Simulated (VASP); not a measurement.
Here is a VASP 6.6.1 calculation.

INCAR

```
SYSTEM = ZrCd2F6
PREC = Accurate
ENCUT = 520
EDIFF = 1E-7
ISMEAR = 0
SIGMA = 0.2898
LREAL = .FALSE.
LASPH = .TRUE.
NELM = 60
ALGO = Normal
ISIF = 2
LWAVE = .FALSE.
LCHARG = .TRUE.
GGA = PE
LELF = .TRUE.
LVHAR = .TRUE.
NBANDS = 49
```

The input KPOINTS:

```
Automatic mesh
0
G
  4 4 4
  0 0 0
```

POSCAR

```
ZrCd2F6
1.0
    2.9421610000      5.0959700000      0.0000000000
   -2.9421610000      5.0959700000      0.0000000000
    0.0000000000      0.0000000000      4.5991350000
Zr F Cd
1 6 2
Direct
    0.0000000000      0.0000000000      0.0000000000
    0.1600000000      0.6800000000      0.1980000000
    0.1600000000      0.1600000000      0.1980000000
    0.6800000000      0.1600000000      0.1980000000
    0.8400000000      0.3200000000      0.8020000000
    0.3200000000      0.8400000000      0.8020000000
    0.8400000000      0.8400000000      0.8020000000
    0.3333000000      0.3334000000      0.6920000000
    0.6667000000      0.6666000000      0.3080000000
```

Potentials or basis: VASP PAW PBE potentials, release 64 (Zr_sv, F, Cd).

The run is started by

```bash
$ cat potpaw_PBE.64/Zr_sv/POTCAR potpaw_PBE.64/F/POTCAR potpaw_PBE.64/Cd/POTCAR > POTCAR
$ mpirun -np 1 vasp_std > vasp.out
```

**Question.** Predict the band gap on the k mesh.

**Answer.** Zero (bands 39 and 40 overlap by 0.10 eV).

**Question.** Predict the largest force.

**Answer.** 5.247 eV/Å.

**Question.** Predict the pressure.

**Answer.** 22.6 GPa.

Stress tensor (GPa, compression positive):
```
24.17  0.00  0.00
 0.00 24.17  0.00
 0.00  0.00 19.41
```

Caveat: the cell stands under pressure; so wide a smearing shifts energies and pressures; forces of over 1 eV/Å act on the atoms, so gaps and moduli don't describe the material at rest.
